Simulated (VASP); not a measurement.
Write the native input for VASP 6.6.1 that does the following.

| Quantity | Value |
| --- | --- |
| Task | relaxation of cell and atoms |
| Functional | PBEsol |
| Potentials or basis | VASP PAW PBE potentials, release 64 (Be, Se) |
| Cutoff | 600 eV |
| k mesh | 10 × 10 × 10 |
| Occupations | gaussian, width 0.02 eV |
| Spin | no spin polarisation |
| Dipole correction | no |
| Further INCAR settings | ALGO = Normal; EDIFF = 1e-07; IBRION = 2; EDIFFG = -0.002; NSW = 100; ISIF = 3 |

The structure of BeSe lies in POSCAR:

```
BeSe
1.0
    0.0000000000      2.5643587674      2.5643587674
    2.5643587674      0.0000000000      2.5643587674
    2.5643587674      2.5643587674      0.0000000000
Be Se
1 1
Direct
    0.0000000000      0.0000000000      0.0000000000
    0.2500000000      0.2500000000      0.2500000000
```

These files were run (other wordings do the same):

INCAR

```
  ALGO = Normal
  EDIFF = 1E-7
  EDIFFG = -0.002
  ENCUT = 600
  GGA = PS
  GGA_COMPAT = False
  IBRION = 2
  ISIF = 3
  ISMEAR = 0
  LASPH = True
  LCHARG = False
  LREAL = False
  LWAVE = False
  NELM = 120
  NELMIN = 4
  NSW = 100
  PREC = Accurate
  SIGMA = 0.02
```

KPOINTS

```
k-points
0
Gamma
  10 10 10
```

Potentials or basis: VASP PAW PBE potentials, release 64 (Be, Se).

Launch:

```sh
$ cat potpaw_PBE.64/Be/POTCAR potpaw_PBE.64/Se/POTCAR > POTCAR
$ mpirun -np 1 vasp_std > vasp.out
```

It gave:

* Relaxed volume: 16.93 Å³/atom
* Relaxed cell: a = 3.631 Å, b = 3.631 Å, c = 3.631 Å, α = 60.00°, β = 60.00°, γ = 60.00°
* Space group after relaxing (to 0.1 Å): F-43m (No. 216)
* Energy gained by relaxing: 0.1 meV/atom
* Ionic steps: 3
* Pressure after relaxing: 0.0 GPa
* Band gap on the k mesh: 2.46 eV (least direct gap 4.26 eV)

Caveat: the PAW data sets were made with another functional, which shifts forces and pressure a little.

It took 54 s on 1 thread of AMD EPYC 7R43 64-Core Processor (Zen 3), on a shared host, peak memory 0.15 GiB.
